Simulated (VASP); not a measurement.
# Os (P6_3/mmc) in VASP: a series of runs

The runs below take Os through single point, with LDA.

All numbers are computed with VASP 6.6.1; they aren't measurements. Logs are shortened: lines on timing, memory, paths and dates and some standing lists are left out, and cuts for length are marked.

## 1. The cell of the first run

Symmetry: P6_3/mmc, No. 194, hexagonal system. Conventional cell: a = 2.718 Å, b = 2.718 Å, c = 4.284 Å, α = 90.00°, β = 90.00°, γ = 120.00°. Within 3.5 Å of Os (site symmetry -6m2) lie 12 Os at 2.66 to 2.72 Å.

## 2. Single point, LDA

Contents of INCAR:

```
ALGO = Normal
EDIFF = 1E-6
ENCUT = 520
ISIF = 2
ISMEAR = -1
LASPH = T
LCHARG = F
LREAL = F
LWAVE = F
NBANDS = 15
NELM = 100
PREC = Accurate
SIGMA = 0.6
```

Contents of KPOINTS:

```
k-points
0
Gamma
  13 13 8
```

Contents of POSCAR:

```
Os
1.0
    2.7175247593      0.0000000000      0.0000000000
   -1.3587623796      2.3534454770      0.0000000000
    0.0000000000      0.0000000000      4.2844606214
Os
2
Direct
    0.3333333333      0.6666666667      0.2500000000
    0.6666666667      0.3333333333      0.7500000000
```

Potentials or basis: VASP PAW LDA potentials, release 64 (Os).

Command:

```
$ cat potpaw_LDA.64/Os/POTCAR > POTCAR
$ mpirun -np 1 vasp_std > vasp.out
```

OUTCAR:

```text
EDIFF = 1E-6
   ENCUT = 520
   ISIF = 2
   ISMEAR = -1
   LASPH = T
   LREAL = F
   NELM = 100
   PREC = Accurate

 ion  position               nearest neighbor table
   1  0.333  0.667  0.250-   2 2.66   2 2.66   2 2.66   2 2.66   2 2.66   2 2.66
   2  0.667  0.333  0.750-   1 2.66   1 2.66   1 2.66   1 2.66   1 2.66   1 2.66

  LATTYP: Found a hexagonal cell.
 ALAT       =     2.7175247593
 C/A-ratio  =     1.5766040794

  Lattice vectors:

 A1 = (   2.7175247593,   0.0000000000,   0.0000000000)
 A2 = (  -1.3587623796,   2.3534454770,   0.0000000000)
 A3 = (   0.0000000000,   0.0000000000,   4.2844606214)

Analysis of symmetry for initial positions (statically):
=====================================================================
 Subroutine PRICEL returns:
 Original cell was already a primitive cell.

 Routine SETGRP: Setting up the symmetry group for a
 hexagonal supercell.

 Subroutine GETGRP returns: Found 24 space group operations
 (whereof 12 operations were pure point group operations)
 out of a pool of 24 trial point group operations.

The static configuration has the point symmetry D_3d.
 The point group associated with its full space group is D_6h.

Analysis of symmetry for dynamics (positions and initial velocities):
=====================================================================
 Subroutine PRICEL returns:
 Original cell was already a primitive cell.

 Routine SETGRP: Setting up the symmetry group for a
 hexagonal supercell.

 Subroutine GETGRP returns: Found 24 space group operations
 (whereof 12 operations were pure point group operations)
 out of a pool of 24 trial point group operations.

The dynamic configuration has the point symmetry D_3d.
 The point group associated with its full space group is D_6h.

 Subroutine INISYM returns: Found 24 space group operations
 (whereof 12 operations are pure point group operations),
 and found     1 'primitive' translations

----------------------------------------------------------------------------------------

                                     Primitive cell

  volume of cell :      27.4015

  direct lattice vectors                    reciprocal lattice vectors
     2.717524759  0.000000000  0.000000000     0.367981928  0.212454465  0.000000000
    -1.358762380  2.353445477  0.000000000     0.000000000  0.424908930  0.000000000
     0.000000000  0.000000000  4.284460621     0.000000000  0.000000000  0.233401608

  length of vectors
[... 85 lines left out ...]
   NSW    =      0    number of steps for IOM
   IBRION =     -1    ionic relax: 0-MD 1-quasi-New 2-CG
   NFREE  =      0    steps in history (QN), initial steepest desc. (CG)
   ISIF   =      2    stress and relaxation
   ISYM   =      2    0-nonsym 1-usesym 2-fastsym
   POTIM  = 0.5000    time-step for ionic-motion
   TEBEG  =    0.0;   TEEND  =   0.0 temperature during run
   PSTRESS=    0.0 pullay stress
   NELECT =      16.0000    total number of electrons
   NUPDOWN=      -1.0000    fix difference up-down
   EMIN   =  10.00;   EMAX   =-10.00  energy-range for DOS
   EFERMI =   0.00;   METHOD = LEGACY
   ISMEAR =    -1;   SIGMA  =   0.60  broadening in eV -4-tet -1-fermi 0-gaus
   EFERMI_NEDOS =   21; number of points for ismear=-14 and -15
   IALGO  =     38    algorithm
   IMIX   =      4    mixing-type and parameters
     AMIX     =   0.40;   BMIX     =  1.00
     AMIX_MAG =   1.60;   BMIX_MAG =  1.00
  volume/ion in A,a.u.               =      13.70        92.46
  Fermi-wavevector in a.u.,A,eV,Ry     =   1.368328  2.585765 25.474482  1.872322
  Thomas-Fermi vector in A             =   2.494302
   LORBIT       =      0    0 simple, 1 ext, 2 COOP (PROOUT), +10 PAW based schemes
   GGA     = CA    functional components
   LHFCALC =     F    Hartree Fock is set to
   AEXX    =    0.0000 exact exchange contribution
   IVDW    =     0    specifies the selected vdW correction
   LEPSILON=     F    determine dielectric tensor
   LRPA    =     F    only Hartree local field effects (RPA)
 non-spin polarized calculation
  energy-cutoff  :      520.00
  volume of cell :       27.40
 maximum number of plane-waves:       756
   NGX = 11   NGY = 11   NGZ = 15

 number of electron      15.9999998 magnetization

 Free energy of the ion-electron system (eV)
  ---------------------------------------------------
  ext. energy  EPLUGINS =         0.00000000
  ---------------------------------------------------
  free energy    TOTEN  =       -26.11696846 eV

  energy without entropy =      -24.31933883  energy(sigma->0) =      -25.21815364

 E-fermi :   9.7741     XC(G=0): -14.2905

 val. band max:        9.7735699526   @ k =   0.0769   0.0769   0.3750
 cond. band min:       9.8005571570   @ k =   0.3077   0.0769   0.2500
 fundamental gap:      0.0269872044
 Fermi energy:         9.7741370543

 k-point     1 :       0.0000    0.0000    0.0000
  band No.  band energies     occupation
      1      -1.3446      2.00000
      2       1.7713      2.00000
      3       6.5831      1.99025
      4       6.5831      1.99025
      5       6.8727      1.98424
      6       7.4622      1.95846
      7       7.4622      1.95846
      8       8.1137      1.88178
      9       8.1137      1.88178
     10       9.8838      0.90888
     11      11.4917      0.10807
     12      11.4917      0.10807
     13      19.0997      0.00000
     14      23.7993      0.00000
[... 401 lines left out ...]
      2       2.5963      1.99999
      3       5.5574      1.99823
      4       6.2140      1.99472
      5       6.8298      1.98532
      6       7.0654      1.97834
      7       7.7966      1.92858
      8       7.9327      1.91120
      9       8.2669      1.84995
     10       8.5860      1.75743
     11      11.8567      0.06030
     12      14.1964      0.00126
     13      19.9824      0.00000
     14      25.1772      0.00000
     15      27.2828      0.00000

 [... further k-points ...]
[... 5 lines left out ...]
  --------------------------------------------------------------------------------------
  -------------------------------------------------------------------------------------
  Total        1.3704101      1.3704101      2.1812060      0.0000000      0.0000000      0.0000000
  in kB       80.1285567     80.1285567    127.5361944      0.0000000      0.0000000      0.0000000
  external PRESSURE =      95.9311026 kB  Pullay stress =       0.0000000 kB

 VOLUME and BASIS-vectors are now :
 -----------------------------------------------------------------------------
  energy-cutoff  :      520.00
  volume of cell :       27.40
      direct lattice vectors                 reciprocal lattice vectors
     2.717524759  0.000000000  0.000000000     0.367981928  0.212454465  0.000000000
    -1.358762380  2.353445477  0.000000000     0.000000000  0.424908930  0.000000000
     0.000000000  0.000000000  4.284460621     0.000000000  0.000000000  0.233401608

 POSITION                                       TOTAL-FORCE (eV/Angst)
 -----------------------------------------------------------------------------------
     -0.00000      1.56896      1.07112        -0.000000      0.000000      0.000000
      1.35876      0.78448      3.21335         0.000000     -0.000000      0.000000
 -----------------------------------------------------------------------------------
    total drift:                               -0.000000      0.000000     -0.000000

  FREE ENERGIE OF THE ION-ELECTRON SYSTEM (eV)
  ---------------------------------------------------
  free  energy   TOTEN  =       -26.1169684557 eV

  energy  without entropy=      -24.3193388251  energy(sigma->0) =      -25.21815364
```

OSZICAR:

```text
N       E                     dE             d eps       ncg     rms          rms(c)
DAV:   1     0.972123211692E+02    0.97212E+02   -0.75232E+03  3150   0.102E+03
DAV:   2    -0.232061138051E+02   -0.12042E+03   -0.10662E+03  3241   0.322E+02
DAV:   3    -0.275719747670E+02   -0.43659E+01   -0.42484E+01  4242   0.547E+01
DAV:   4    -0.275986105556E+02   -0.26636E-01   -0.26612E-01  3444   0.440E+00
DAV:   5    -0.275987407115E+02   -0.13016E-03   -0.13015E-03  4263   0.286E-01    0.352E+01
DAV:   6    -0.264442436239E+02    0.11545E+01   -0.98785E-01  3948   0.849E+00    0.162E+01
DAV:   7    -0.261269894759E+02    0.31725E+00   -0.61393E-01  4067   0.653E+00    0.113E+00
DAV:   8    -0.261190530400E+02    0.79364E-02   -0.72091E-03  3213   0.653E-01    0.464E-01
DAV:   9    -0.261169718443E+02    0.20812E-02   -0.23117E-03  3948   0.449E-01    0.388E-02
DAV:  10    -0.261169738347E+02   -0.19904E-05   -0.27257E-05  3815   0.387E-02    0.102E-02
DAV:  11    -0.261169685696E+02    0.52650E-05   -0.18831E-06  3161   0.172E-02    0.234E-03
DAV:  12    -0.261169684557E+02    0.11397E-06   -0.13397E-07  2065   0.299E-03
   1 F= -.26116968E+02 E0= -.25218154E+02  d E =-.179763E+01
```

stdout:

```text
POSCAR found type information on POSCAR Os
 POSCAR found :  1 types and       2 ions
 scaLAPACK will be used
 LDA part: xc-table for (Slater(with rela. corr.)+CA(PZ))
 , standard interpolation
 POSCAR, INCAR and KPOINTS ok, starting setup
 FFT: planning ... GRIDC
 FFT: planning ... GRID_SOFT
 FFT: planning ... GRID
 WAVECAR not read
 entering main loop
```

It took 36 s on 1 thread of Intel Xeon Platinum 8259CL at 2.50GHz (Skylake/Cascade Lake), shared host; peak memory 0.15 GiB.

Results:

- Free energy: -26.1170 eV
- Pressure: 9.6 GPa
- Band gap on the k mesh: zero (band 8 reaches 11.90 eV, above the bottom of band 9 at 7.94 eV)

Levels at points of the mesh, in eV from the Fermi level:
```csv
k point,band 6,band 7,band 8,band 9,band 10,band 11
"(0.00, 0.00, 0.00)",-2.31,-2.31,-1.66,-1.66,0.11,1.72
"(0.00, 0.00, 0.50)",-3.40,-3.40,-3.40,0.91,0.91,0.91
```

Caveat: spin-orbit coupling is left out, which moves the levels of the heavy elements.

## 3. Single point, LDA

Contents of INCAR:

```
PREC     = Accurate       # precision mode
ENCUT    = 520            # plane-wave cutoff, eV
EDIFF    = 1E-6           # SCF threshold, eV
ISMEAR   = -1             # smearing method
SIGMA    = 1.0            # smearing width, eV
LREAL    = False          # projectors in reciprocal space
LASPH    = True           # aspherical terms in the spheres
NELM     = 100            # most SCF steps
ALGO     = Normal         # electronic algorithm
ISIF     = 2              # what is computed and relaxed
LWAVE    = False          # write WAVECAR
LCHARG   = False          # write CHGCAR
GGA      = CA             # functional
NBANDS   = 15             # bands
```

Contents of KPOINTS:

```
Automatic mesh
0
Gamma
  13 13 8
```

POSCAR is that of step 2.

Potentials or basis: VASP PAW LDA potentials, release 64 (Os).

Command:

```
$ cat potpaw_LDA.64/Os/POTCAR > POTCAR
$ mpirun -np 1 vasp_std > vasp.out
```

Run time: 39 s. Hardware: 1 thread of Intel Xeon Platinum 8259CL at 2.50GHz (Skylake/Cascade Lake), shared host; peak memory 0.15 GiB.

Results (log left out):

* Free energy: -27.8012 eV
* Pressure: 26.0 GPa
* Band gap on the k mesh: zero (band 8 reaches 11.99 eV, above the bottom of band 9 at 8.01 eV)

Stress tensor (GPa, compression positive):
```
23.14  0.00  0.00
 0.00 23.14  0.00
 0.00  0.00 31.68
```

Levels at points of the mesh, in eV from the Fermi level:
```csv
k point,band 4,band 5,band 6,band 7,band 8,band 9,band 10,band 11,band 12,band 13
"(0.00, 0.00, 0.00)",-3.25,-2.95,-2.36,-2.36,-1.70,-1.70,0.00,1.69,1.69,9.27
"(0.00, 0.00, 0.50)",-3.74,-3.45,-3.45,-3.45,-3.45,0.88,0.88,0.88,0.88,13.61
```

Caveat: spin-orbit coupling is left out, which moves the levels of the heavy elements.

## 4. Single point, LDA

Contents of INCAR:

```
PREC = Accurate ; ENCUT = 520
EDIFF = 1E-7 ; ISMEAR = 0
SIGMA = 0.01 ; LREAL = F
LASPH = T ; NELM = 100
ALGO = Normal ; ISIF = 2
LWAVE = F ; LCHARG = T
LELF = T ; LVHAR = T
NBANDS = 15
```

KPOINTS is that of step 3.

POSCAR is that of step 3.

Command:

```
$ cat potpaw_LDA.64/Os/POTCAR > POTCAR
$ mpirun -np 1 vasp_std > vasp.out
```

It took 28 s on 1 thread of Intel Xeon Platinum 8259CL at 2.50GHz (Skylake/Cascade Lake), shared host; peak memory 0.15 GiB.

It converged, with:

```
Free energy            : -25.3079 eV
Pressure               : 0.9 GPa
Band gap on the k mesh : zero (band 8 reaches 11.83 eV, above the bottom of band 9 at 7.90 eV)
```

Stress tensor (GPa, compression positive):
```
1.33 0.00 0.00
0.00 1.33 0.00
0.00 0.00 0.04
```

Levels at points of the mesh, in eV from the Fermi level:
```
           k point  band 4  band 5  band 6  band 7  band 8  band 9  band 10  band 11  band 12  band 13
(0.00, 0.00, 0.00)   -3.22   -2.93   -2.35   -2.35   -1.69   -1.69     0.13     1.68     1.68     9.30
(0.00, 0.00, 0.50)   -3.69   -3.42   -3.42   -3.42   -3.42    0.86     0.86     0.86     0.86    13.77
```

Caveat: spin-orbit coupling is left out, which moves the levels of the heavy elements.

## 5. Single point, LDA

Contents of INCAR:

```
ALGO = Normal
EDIFF = 1E-7
ENCUT = 520
GGA = CA
ISIF = 2
ISMEAR = 0
LASPH = True
LCHARG = False
LREAL = False
LWAVE = False
NBANDS = 15
NELM = 100
PREC = Accurate
SIGMA = 0.03
```

Contents of KPOINTS:

```
k-points
0
Gamma
  13 13 8
```

POSCAR is that of step 4.

Command:

```
$ cat potpaw_LDA.64/Os/POTCAR > POTCAR
$ mpirun -np 1 vasp_std > vasp.out
```

Run time: 28 s. Hardware: 1 thread of Intel Xeon Platinum 8259CL at 2.50GHz (Skylake/Cascade Lake), shared host; peak memory 0.15 GiB.

Results (log left out):

- Free energy: -25.3082 eV
- Pressure: 0.9 GPa
- Band gap on the k mesh: zero (band 8 reaches 11.83 eV, above the bottom of band 9 at 7.90 eV)

Stress tensor (GPa, compression positive):
```
1.30 0.00 0.00
0.00 1.30 0.00
0.00 0.00 0.11
```

Levels at points of the mesh, in eV from the Fermi level:
| k point | band 5 | band 6 | band 7 | band 8 | band 9 | band 10 | band 11 | band 12 |
| --- | --- | --- | --- | --- | --- | --- | --- | --- |
| (0.00, 0.00, 0.00) | -2.93 | -2.35 | -2.35 | -1.69 | -1.69 | 0.13 | 1.68 | 1.68 |
| (0.00, 0.00, 0.50) | -3.43 | -3.43 | -3.43 | -3.43 | 0.86 | 0.86 | 0.86 | 0.86 |

Caveat: spin-orbit coupling is left out, which moves the levels of the heavy elements.

(Part 1 of 2 ends here.)
